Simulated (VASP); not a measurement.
# KBr (P6_3/mmc) in VASP: further runs

KBr is run at these levels: PBE, r2SCAN; tasks: single point.

All numbers are computed with VASP 6.6.1; they aren't measurements. Logs are shortened: lines on timing, memory, paths and dates and some standing lists are left out, and cuts for length are marked.

### Step 1. The cell of the first run

It takes space group P6_3/mmc (No. 194, hexagonal). Conventional cell: a = 5.317 Å, b = 5.317 Å, c = 6.203 Å, α = 90.00°, β = 90.00°, γ = 120.00°. Within 4.0 Å of K (site symmetry -6m2) lie 5 Br at 3.07 to 3.10 Å. Within 4.0 Å of Br (site symmetry -6m2) lie 5 K at 3.07 to 3.10 Å.

### Step 2. Single point, PBE (strain -5.4%)

The input, INCAR:

```
PREC = Accurate
ENCUT = 520
EDIFF = 1E-6
ISMEAR = -1
SIGMA = 0.02
LREAL = False
LASPH = True
NELM = 80
ALGO = Normal
ISIF = 2
LWAVE = False
LCHARG = False
GGA = PE
NBANDS = 24
```

The input, KPOINTS:

```
regular mesh
0
Gamma
  6 6 4
```

The input, POSCAR:

```
KBr
1.0
    5.3174254837      0.0000000000      0.0000000000
   -2.6587127419      4.6050255516      0.0000000000
    0.0000000000      0.0000000000      6.2025447146
K Br
2 2
Direct
    0.3333333333      0.6666666667     -0.0625000000
    0.6666666667      0.3333333333      0.4375000000
    0.3333333333      0.6666666667      0.4375000000
    0.6666666667      0.3333333333      0.9375000000
```

Potentials or basis: VASP PAW PBE potentials, release 64 (K_sv, Br).

Launch:

```
> cat potpaw_PBE.64/K_sv/POTCAR potpaw_PBE.64/Br/POTCAR > POTCAR
> mpirun -np 1 vasp_std > vasp.out
```

OUTCAR:

```text
PREC = Accurate
   ENCUT = 520
   EDIFF = 1E-6
   ISMEAR = -1
   LREAL = False
   LASPH = True
   NELM = 80
   ISIF = 2
   GGA = PE

 ion  position               nearest neighbor table
   1  0.333  0.667  0.938-   4 3.07   4 3.07   4 3.07   3 3.10   3 3.10
   2  0.667  0.333  0.438-   3 3.07   3 3.07   3 3.07   4 3.10   4 3.10
   3  0.333  0.667  0.438-   2 3.07   2 3.07   2 3.07   1 3.10   1 3.10
   4  0.667  0.333  0.938-   1 3.07   1 3.07   1 3.07   2 3.10   2 3.10

  LATTYP: Found a hexagonal cell.
 ALAT       =     5.3174254837
 C/A-ratio  =     1.1664563488

  Lattice vectors:

 A1 = (   5.3174254837,   0.0000000000,   0.0000000000)
 A2 = (  -2.6587127419,   4.6050255516,   0.0000000000)
 A3 = (   0.0000000000,   0.0000000000,   6.2025447146)

Analysis of symmetry for initial positions (statically):
=====================================================================
 Subroutine PRICEL returns:
 Original cell was already a primitive cell.

 Routine SETGRP: Setting up the symmetry group for a
 hexagonal supercell.

 Subroutine GETGRP returns: Found 24 space group operations
 (whereof  6 operations were pure point group operations)
 out of a pool of 24 trial point group operations.

The static configuration has the point symmetry C_3v.
 The point group associated with its full space group is D_6h.

Analysis of symmetry for dynamics (positions and initial velocities):
=====================================================================
 Subroutine PRICEL returns:
 Original cell was already a primitive cell.

 Routine SETGRP: Setting up the symmetry group for a
 hexagonal supercell.

 Subroutine GETGRP returns: Found 24 space group operations
 (whereof  6 operations were pure point group operations)
 out of a pool of 24 trial point group operations.

The dynamic configuration has the point symmetry C_3v.
 The point group associated with its full space group is D_6h.

 Subroutine INISYM returns: Found 24 space group operations
 (whereof  6 operations are pure point group operations),
 and found     1 'primitive' translations

----------------------------------------------------------------------------------------

                                     Primitive cell

  volume of cell :     151.8810

  direct lattice vectors                    reciprocal lattice vectors
     5.317425484  0.000000000  0.000000000     0.188060933  0.108577031  0.000000000
    -2.658712742  4.605025552  0.000000000     0.000000000  0.217154061  0.000000000
     0.000000000  0.000000000  6.202544715     0.000000000  0.000000000  0.161224150

  length of vectors
     5.317425484  5.317425484  6.202544715     0.217154061  0.217154061  0.161224150

  position of ions in fractional coordinates (direct lattice)
     0.333333333  0.666666667  0.937500000
     0.666666667  0.333333333  0.437500000
     0.333333333  0.666666667  0.437500000
     0.666666667  0.333333333  0.937500000

  ion indices of the primitive-cell ions
   primitive index   ion index
                 1           1
                 2           2
                 3           3
                 4           4

----------------------------------------------------------------------------------------

 KPOINTS: regular mesh

Automatic generation of k-mesh.
 Grid dimensions read from file:
 generate k-points for:    6    6    4

 Generating k-lattice:

  Cartesian coordinates                     Fractional coordinates (reciprocal lattice)
     0.031343489  0.018096172  0.000000000     0.166666667  0.000000000  0.000000000
     0.000000000  0.036192344  0.000000000     0.000000000  0.166666667  0.000000000
     0.000000000  0.000000000  0.040306038     0.000000000  0.000000000  0.250000000

  Length of vectors
     0.036192344  0.036192344  0.040306038

  Shift w.r.t. Gamma in fractional coordinates (k-lattice)
     0.000000000  0.000000000  0.000000000

 Subroutine IBZKPT returns following result:
 ===========================================

 Found     21 irreducible k-points:

 Following reciprocal coordinates:
            Coordinates               Weight
  0.000000  0.000000  0.000000      1.000000
  0.166667 -0.000000  0.000000      6.000000
  0.333333 -0.000000  0.000000      6.000000
  0.500000  0.000000  0.000000      3.000000
  0.166667  0.166667  0.000000      6.000000
  0.333333  0.166667  0.000000     12.000000
[... 13 lines left out ...]
  0.333333  0.166667  0.500000     12.000000
  0.333333  0.333333  0.500000      2.000000
   k-points           NKPTS =     21   k-points in BZ     NKDIM =     21   number of bands    NBANDS=     24
   number of dos      NEDOS =    301   number of ions     NIONS =      4
   total plane-waves  NPLWV =  76800
   dimension x,y,z NGX =    40 NGY =   40 NGZ =   48
   dimension x,y,z NGXF=    80 NGYF=   80 NGZF=   96
   ions per type =               2   2
   NGX,Y,Z   is equivalent  to a cutoff of  12.51, 12.51, 12.87 a.u.
   NGXF,Y,Z  is equivalent  to a cutoff of  25.01, 25.01, 25.73 a.u.
 SYSTEM =  unknown system
   PREC   = accura    normal or accurate (medium, high low for compatibility)
   ISTART =      0    job   : 0-new  1-cont  2-samecut
   ICHARG =      2    charge: 1-file 2-atom 10-const
   ISPIN  =      1    spin polarized calculation?
   LNONCOLLINEAR =      F non collinear calculations
   LSORBIT =      F    spin-orbit coupling
   LASPH  =      T    aspherical Exc in radial PAW
   ENCUT  =  520.0 eV  38.22 Ry    6.18 a.u.   9.89  9.89 11.53*2*pi/ulx,y,z
   NELM   =     80;   NELMIN=  2; NELMDL= -5     # of ELM steps
   EDIFF  = 0.1E-05   stopping-criterion for ELM
   LREAL  =      F    real-space projection
   EDIFFG = 0.1E-04   stopping-criterion for IOM
   NSW    =      0    number of steps for IOM
   IBRION =     -1    ionic relax: 0-MD 1-quasi-New 2-CG
   NFREE  =      0    steps in history (QN), initial steepest desc. (CG)
   ISIF   =      2    stress and relaxation
   ISYM   =      2    0-nonsym 1-usesym 2-fastsym
   POTIM  = 0.5000    time-step for ionic-motion
   TEBEG  =    0.0;   TEEND  =   0.0 temperature during run
   PSTRESS=    0.0 pullay stress
   NELECT =      32.0000    total number of electrons
   NUPDOWN=      -1.0000    fix difference up-down
   EMIN   =  10.00;   EMAX   =-10.00  energy-range for DOS
   EFERMI =   0.00;   METHOD = LEGACY
   ISMEAR =    -1;   SIGMA  =   0.02  broadening in eV -4-tet -1-fermi 0-gaus
   EFERMI_NEDOS =   21; number of points for ismear=-14 and -15
   IALGO  =     38    algorithm
   IMIX   =      4    mixing-type and parameters
     AMIX     =   0.40;   BMIX     =  1.00
     AMIX_MAG =   1.60;   BMIX_MAG =  1.00
  volume/ion in A,a.u.               =      37.97       256.24
  Fermi-wavevector in a.u.,A,eV,Ry     =   0.974145  1.840868 12.911370  0.948959
  Thomas-Fermi vector in A             =   2.104581
   LORBIT       =      0    0 simple, 1 ext, 2 COOP (PROOUT), +10 PAW based schemes
   GGA     = PE    functional components
   LHFCALC =     F    Hartree Fock is set to
   AEXX    =    0.0000 exact exchange contribution
   IVDW    =     0    specifies the selected vdW correction
   LEPSILON=     F    determine dielectric tensor
   LRPA    =     F    only Hartree local field effects (RPA)
 non-spin polarized calculation
  energy-cutoff  :      520.00
  volume of cell :      151.88
 maximum number of plane-waves:      4128
 NGX is ok and might be reduce to    40
   NGX = 19   NGY = 19   NGZ = 23

 number of electron      32.0000000 magnetization

 Free energy of the ion-electron system (eV)
  ---------------------------------------------------
  ext. energy  EPLUGINS =         0.00000000
  ---------------------------------------------------
  free energy    TOTEN  =       -11.97962888 eV

  energy without entropy =      -11.97962888  energy(sigma->0) =      -11.97962888

 E-fermi :  -1.4616     XC(G=0):  -6.9451

 val. band max:       -1.9231534486   @ k =   0.0000   0.0000   0.0000
 cond. band min:       2.5011238090   @ k =   0.0000   0.0000   0.0000
 fundamental gap:      4.4242772576
 Fermi energy:        -1.4616478208

 k-point     1 :       0.0000    0.0000    0.0000
  band No.  band energies     occupation
      1     -29.5399      2.00000
      2     -29.5243      2.00000
      3     -14.3723      2.00000
      4     -14.2467      2.00000
      5     -13.1793      2.00000
      6     -13.1197      2.00000
[... 16 lines left out ...]
     23       6.7302      0.00000
     24       7.5964      0.00000

 k-point     2 :       0.1667   -0.0000    0.0000
  band No.  band energies     occupation
      1     -29.5386      2.00000
      2     -29.5249      2.00000
      3     -14.4155      2.00000
      4     -14.3130      2.00000
      5     -13.1696      2.00000
      6     -13.1252      2.00000
[... 16 lines left out ...]
     23       6.7193      0.00000
     24       6.8563      0.00000

 k-point     3 :       0.3333   -0.0000    0.0000
  band No.  band energies     occupation
      1     -29.5356      2.00000
      2     -29.5266      2.00000
      3     -14.4886      2.00000
      4     -14.4302      2.00000
      5     -13.1452      2.00000
      6     -13.1357      2.00000
[... 16 lines left out ...]
     23       6.8688      0.00000
     24       7.1046      0.00000
[... 433 lines left out ...]
 k-point    20 :       0.3333    0.1667    0.5000
  band No.  band energies     occupation
      1     -29.5306      2.00000
      2     -29.5306      2.00000
      3     -14.6343      2.00000
      4     -14.6343      2.00000
      5     -13.1062      2.00000
      6     -13.1062      2.00000
[... 16 lines left out ...]
     23       7.1519      0.00000
     24       7.1519      0.00000

 k-point    21 :       0.3333    0.3333    0.5000
  band No.  band energies     occupation
      1     -29.5305      2.00000
      2     -29.5305      2.00000
      3     -14.6510      2.00000
      4     -14.6510      2.00000
      5     -13.1124      2.00000
      6     -13.1124      2.00000
[... 16 lines left out ...]
     23       7.4382      0.00000
     24       7.4382      0.00000

------------------------ aborting loop because EDIFF is reached ----------------------------------------

  FORCE on cell =-STRESS in cart. coord.  units (eV):
  Direction    XX          YY          ZZ          XY          YZ          ZX
  --------------------------------------------------------------------------------------
  -------------------------------------------------------------------------------------
  Total        3.0075571      3.0075571      3.8093198     -0.0000000     -0.0000000      0.0000000
  in kB       31.7264222     31.7264222     40.1841376     -0.0000000     -0.0000000      0.0000000
  external PRESSURE =      34.5456607 kB  Pullay stress =       0.0000000 kB

 VOLUME and BASIS-vectors are now :
 -----------------------------------------------------------------------------
  energy-cutoff  :      520.00
  volume of cell :      151.88
      direct lattice vectors                 reciprocal lattice vectors
     5.317425484  0.000000000  0.000000000     0.188060933  0.108577031  0.000000000
    -2.658712742  4.605025552  0.000000000     0.000000000  0.217154061  0.000000000
     0.000000000  0.000000000  6.202544715     0.000000000  0.000000000  0.161224150

 POSITION                                       TOTAL-FORCE (eV/Angst)
 -----------------------------------------------------------------------------------
     -0.00000      3.07002      5.81489        -0.000000     -0.000000     -0.000000
      2.65871      1.53501      2.71361         0.000000      0.000000      0.000000
     -0.00000      3.07002      2.71361        -0.000000     -0.000000     -0.000000
      2.65871      1.53501      5.81489         0.000000      0.000000     -0.000000
 -----------------------------------------------------------------------------------
    total drift:                               -0.000000      0.000000      0.000000

  FREE ENERGIE OF THE ION-ELECTRON SYSTEM (eV)
  ---------------------------------------------------
  free  energy   TOTEN  =       -11.9796288753 eV

  energy  without entropy=      -11.9796288753  energy(sigma->0) =      -11.97962888
```

It took 42 s on 1 thread of Intel Xeon 6975P-C (Granite Rapids), shared host; peak memory 0.27 GiB.

Results:

```
Free energy            : -11.9796 eV
Pressure               : 3.5 GPa
Band gap on the k mesh : 4.42 eV
```

Caveat: the cell differs from its parent crystal (strain -5.4%); the cell stands under pressure; the structure was generated, so it needn't be the stable form of KBr.

### Step 3. Single point, PBE (epitaxial xy strain -5.0%)

The input, INCAR:

```
SYSTEM = KBr
ALGO     = Normal         ! electronic algorithm
EDIFF    = 1E-7           ! SCF threshold, eV
ENCUT    = 520            ! plane-wave cutoff, eV
GGA      = PE             ! functional
ISIF     = 2              ! what is computed and relaxed
ISMEAR   = -1             ! smearing method
LASPH    = .TRUE.         ! aspherical terms in the spheres
LCHARG   = .TRUE.         ! write CHGCAR
LELF     = .TRUE.         ! ELF
LREAL    = .FALSE.        ! projectors in reciprocal space
LVHAR    = .TRUE.       
LWAVE    = .FALSE.        ! write WAVECAR
NBANDS   = 24             ! bands
NELM     = 100            ! most SCF steps
PREC     = Accurate       ! precision mode
SIGMA    = 0.02           ! smearing width, eV
```

The input, KPOINTS:

```
k-points
0
G
  6 6 4
  0 0 0
```

The input, POSCAR:

```
KBr
1.0
    5.3382142351      0.0000000000      0.0000000000
   -2.6691071176      4.6230291384      0.0000000000
    0.0000000000      0.0000000000      6.6257753402
K Br
2 2
Direct
    0.3333333333      0.6666666667     -0.0625000000
    0.6666666667      0.3333333333      0.4375000000
    0.3333333333      0.6666666667      0.4375000000
    0.6666666667      0.3333333333      0.9375000000
```

Potentials or basis: VASP PAW PBE potentials, release 64 (K_sv, Br).

Launch:

```
> cat potpaw_PBE.64/K_sv/POTCAR potpaw_PBE.64/Br/POTCAR > POTCAR
> mpirun -np 1 vasp_std > vasp.out
```

Wall time 48 s (1 thread of Intel Xeon 6975P-C (Granite Rapids), shared host); peak memory 0.28 GiB.

It converged, with:

```yaml
Free_energy: -12.1388 eV
Pressure: 1.9 GPa
Band_gap_on_the_k_mesh: 4.34 eV
```

Stress tensor (GPa, compression positive):
```
2.47 0.00 0.00
0.00 2.47 0.00
0.00 0.00 0.65
```

Levels at points of the mesh, in eV from the valence-band top:
| k point | band 13 | band 14 | band 15 | band 16 | band 17 | band 18 | band 19 | band 20 |
| --- | --- | --- | --- | --- | --- | --- | --- | --- |
| (0.00, 0.00, 0.00) | -0.53 | -0.36 | -0.36 | 0.00 | 4.34 | 7.22 | 7.57 | 7.57 |
| (0.50, 0.00, 0.00) | -0.54 | -0.51 | -0.30 | -0.17 | 6.13 | 6.67 | 6.72 | 6.88 |
| (0.00, 0.00, 0.50) | -0.46 | -0.46 | -0.46 | -0.46 | 5.65 | 5.65 | 8.70 | 8.70 |
| (0.50, 0.00, 0.50) | -0.36 | -0.36 | -0.33 | -0.33 | 6.33 | 6.33 | 8.26 | 8.26 |

Caveat: the cell differs from its parent crystal (epitaxial xy strain -5.0%); the structure was generated, so it needn't be the stable form of KBr.

### Step 4. Single point, r2SCAN (strain -5.4%)

The input, POSCAR:

```
KBr
1.0
    5.3174254837      0.0000000000      0.0000000000
   -2.6587127419      4.6050255516      0.0000000000
    0.0000000000      0.0000000000      6.2025447146
K Br
2 2
Direct
    0.3333333333      0.6666666667     -0.0625000000
    0.6666666667      0.3333333333      0.4375000000
    0.3333333333      0.6666666667      0.4375000000
    0.6666666667      0.3333333333      0.9375000000
```

The input, INCAR.step1:

```
SYSTEM = KBr
ALGO = Normal ; EDIFF = 1E-4
ENCUT = 520 ; GGA = PE
ISMEAR = 0 ; LASPH = .TRUE.
LCHARG = .FALSE. ; LREAL = .FALSE.
LWAVE = .TRUE. ; NBANDS = 24
NELM = 100 ; PREC = Accurate
SIGMA = 0.01
```

The input, INCAR.step2:

```
SYSTEM = KBr
ALGO = Normal ; EDIFF = 1E-6
ENCUT = 520 ; ISIF = 2
ISMEAR = 0 ; ISTART = 1
LASPH = .TRUE. ; LCHARG = .FALSE.
LMIXTAU = .TRUE. ; LREAL = .FALSE.
LWAVE = .FALSE. ; METAGGA = R2SCAN
NBANDS = 24 ; NELM = 100
PREC = Accurate ; SIGMA = 0.01
```

KPOINTS is that of step 3.

Launch:

```
> cat potpaw_PBE.64/K_sv/POTCAR potpaw_PBE.64/Br/POTCAR > POTCAR
> cp INCAR.step1 INCAR
> mpirun -np 1 vasp_std > vasp.out
> cp INCAR.step2 INCAR
> mpirun -np 1 vasp_std > vasp.out
```

It took 2.2 min on 1 thread of Intel Xeon 6975P-C (Granite Rapids), shared host; peak memory 0.32 GiB.

It converged, with:

| Item | Value |
| --- | --- |
| Free energy | -46.0049 eV |
| Pressure | 3.0 GPa |
| Band gap on the k mesh | 4.96 eV |

Stress tensor (GPa, compression positive):
```
2.77 0.00 0.00
0.00 2.77 0.00
0.00 0.00 3.47
```

Levels at points of the mesh, in eV from the valence-band top:
```tsv
k point	band 14	band 15	band 16	band 17	band 18	band 19
(0.00, 0.00, 0.00)	-0.44	-0.44	0.00	4.96	8.04	8.04
(0.50, 0.00, 0.00)	-0.58	-0.32	-0.22	6.49	7.17	7.33
(0.00, 0.00, 0.50)	-0.58	-0.58	-0.58	6.30	6.30	9.36
(0.50, 0.00, 0.50)	-0.48	-0.42	-0.42	6.84	6.84	9.06
```

Caveat: the cell differs from its parent crystal (strain -5.4%); the cell stands under pressure; the structure was generated, so it needn't be the stable form of KBr; the PAW data sets were made with another functional, which shifts forces and pressure a little. A k mesh can miss the band edges.

### Step 5. Single point, r2SCAN (epitaxial xy strain -5.0%)

The input, POSCAR:

```
KBr
1.0
    5.3382142351      0.0000000000      0.0000000000
   -2.6691071176      4.6230291384      0.0000000000
    0.0000000000      0.0000000000      6.6257753402
K Br
2 2
Direct
    0.3333333333      0.6666666667     -0.0625000000
    0.6666666667      0.3333333333      0.4375000000
    0.3333333333      0.6666666667      0.4375000000
    0.6666666667      0.3333333333      0.9375000000
```

The input, INCAR.step1:

```
PREC = Accurate ; ENCUT = 520
ISMEAR = 0 ; SIGMA = 0.01
LREAL = F ; LASPH = T
NELM = 80 ; NBANDS = 24
GGA = PE ; ALGO = Normal
EDIFF = 1E-4 ; LWAVE = T
LCHARG = F
```

The input, INCAR.step2:

```
PREC = Accurate ; ENCUT = 520
EDIFF = 1E-6 ; ISMEAR = 0
SIGMA = 0.01 ; LREAL = F
LASPH = T ; NELM = 80
ALGO = Normal ; ISIF = 2
LWAVE = F ; LCHARG = T
METAGGA = R2SCAN ; LMIXTAU = T
LELF = T ; LVHAR = T
NBANDS = 24 ; ISTART = 1
```

The input, KPOINTS:

```
Automatic mesh
0
Gamma
  6 6 4
```

Launch:

```
> cat potpaw_PBE.64/K_sv/POTCAR potpaw_PBE.64/Br/POTCAR > POTCAR
> cp INCAR.step1 INCAR
> mpirun -np 1 vasp_std > vasp.out
> cp INCAR.step2 INCAR
> mpirun -np 1 vasp_std > vasp.out
```

Wall time 2.5 min (1 thread of Intel Xeon 6975P-C (Granite Rapids), shared host); peak memory 0.33 GiB.

The run converged. Its results:

* Free energy: -46.1234 eV
* Pressure: 1.4 GPa
* Band gap on the k mesh: 4.89 eV

Stress tensor (GPa, compression positive):
```
2.12 0.00 0.00
0.00 2.12 0.00
0.00 0.00 0.03
```

Levels at points of the mesh, in eV from the valence-band top:
| k point | band 13 | band 14 | band 15 | band 16 | band 17 | band 18 | band 19 | band 20 |
| --- | --- | --- | --- | --- | --- | --- | --- | --- |
| (0.00, 0.00, 0.00) | -0.52 | -0.36 | -0.36 | 0.00 | 4.89 | 7.96 | 8.23 | 8.23 |
| (0.50, 0.00, 0.00) | -0.55 | -0.51 | -0.30 | -0.17 | 6.56 | 7.16 | 7.47 | 7.49 |
| (0.00, 0.00, 0.50) | -0.45 | -0.45 | -0.45 | -0.45 | 6.20 | 6.20 | 9.39 | 9.39 |
| (0.50, 0.00, 0.50) | -0.36 | -0.36 | -0.32 | -0.32 | 6.80 | 6.80 | 8.92 | 8.92 |

Caveat: the cell differs from its parent crystal (epitaxial xy strain -5.0%); the structure was generated, so it needn't be the stable form of KBr; the PAW data sets were made with another functional, which shifts forces and pressure a little. A k mesh can miss the band edges.

### Step 6. Summary

```csv
level,cell,smearing,gap on the mesh (eV),pressure (GPa)
PBE,"a = 5.317, b = 5.317, c = 6.203 Å, angles 90.0, 90.0, 120.0°, 4 atoms",fermi-dirac 0.02 eV,4.42,3.5
PBE,"a = 5.338, b = 5.338, c = 6.626 Å, angles 90.0, 90.0, 120.0°, 4 atoms",fermi-dirac 0.02 eV,4.34,1.9
r2SCAN,"a = 5.317, b = 5.317, c = 6.203 Å, angles 90.0, 90.0, 120.0°, 4 atoms",gaussian 0.01 eV,4.96,3.0
r2SCAN,"a = 5.338, b = 5.338, c = 6.626 Å, angles 90.0, 90.0, 120.0°, 4 atoms",gaussian 0.01 eV,4.89,1.4
```

Alike in all rows: task single point; potentials or basis VASP PAW PBE potentials, release 64 (K_sv, Br); no spin polarisation; k mesh 6 × 6 × 4; cutoff (eV) 520.

Caveats: the structure was generated, so it needn't be the stable form of KBr; the cell stands under pressure (at least some runs); the PAW data sets were made with another functional, which shifts forces and pressure a little (at least some runs).

Absolute energies hang on the potentials; compare differences alone.
